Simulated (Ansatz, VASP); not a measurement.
Ga2Mo in VASP and in Ansatz

```
Ga Mo
1.0
     4.50788    0.00000    0.00000
    -2.25394    3.90394    0.00000
     0.00000    0.00000    2.86561
Ga Mo
2 1
Direct
  0.33333 0.66667 0.50000
  0.66667 0.33333 0.50000
  0.00000 0.00000 0.00000
```

Alike in both runs: task single point; functional PBE; k mesh 6 × 6 × 6; occupations gaussian, width 0.1 eV; no spin polarisation.

|  | VASP | Ansatz |
| --- | --- | --- |
| version | VASP 6.6.1 | Ansatz 0.2.0 |
| potentials or method | VASP PAW PBE potentials, release 64 (Ga_d, Mo_sv), cutoff 520 eV | scalar-relativistic, plane waves, PAW |
| valence electrons in the cell | 40 | 40 |

Ansatz gave:

| Quantity | Value |
| --- | --- |
| gap on the k mesh at the Fermi level (eV) | none |
| pressure (GPa) | -10.7 |
| traceless stress, the component that is largest in VASP (GPa) | -7.93 |

What did VASP give for the same quantities?

gap on the k mesh at the Fermi level (eV): none; pressure (GPa): -10.5; traceless stress, the component that is largest in VASP (GPa): -7.97.

A gap of «none» marks a metal or a gap that the smearing closes.

The k mesh is coarse, so the values compare programs but aren't converged.
